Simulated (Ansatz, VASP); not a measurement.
**Two plane-wave programs on CoO**

```xyz
2
Lattice="-1.5080 1.5080 2.1072 1.5080 -1.5080 2.1072 1.5080 1.5080 -2.1072" Properties=species:S:1:pos:R:3 pbc="T T T"
Co    0.0000    0.0000    0.0000
O     0.0000   -0.2500    2.1072
```

Change from the starting cell: all O atoms moved -0.250 Å, as atom 2 along Cartesian [0 1 0].

Alike in both runs: task single point; functional PBEsol; k mesh 22 × 22 × 22; occupations gaussian, width 0.15 eV; collinear spin.

|  | VASP | Ansatz |
| --- | --- | --- |
| version | VASP 6.6.1 | Ansatz 0.2.0 |
| potentials or method | VASP PAW PBE potentials, release 64 (Co, O), cutoff 520 eV | scalar-relativistic, plane waves, PAW |
| valence electrons in the cell | 15 | 23 |

VASP gave:

```
gap on the k mesh at the Fermi level (eV)                     : none
pressure (GPa)                                                : -5.2
traceless stress, the component that is largest in VASP (GPa) : 5.31
rms of the force components (eV/Å)                            : 0.194
net moment per atom (μB)                                      : 1.46
size of the moment on the site where the two differ most (μB) : 2.53
```

**Question.** What did Ansatz give for the same quantities?

**Answer.** gap on the k mesh at the Fermi level (eV): none; pressure (GPa): -4.7; traceless stress, the component that is largest in VASP (GPa): 5.39; rms of the force components (eV/Å): 0.192; net moment per atom (μB): 1.47; size of the moment on the site where the two differ most (μB): 2.40.

VASP's potentials were made for PBE, not for PBEsol. Site moments also hang on the region over which each program counts them. Atom by atom the forces differ by 0.003 eV/Å (rms over components). A gap of «none» marks a metal or a gap that the smearing closes. With one functional, cell and mesh, what is left measures potentials, basis and numerics. VASP's potentials hold 15 valence electrons a cell and Ansatz's 23, so a difference there can come from the potentials and not from the codes.
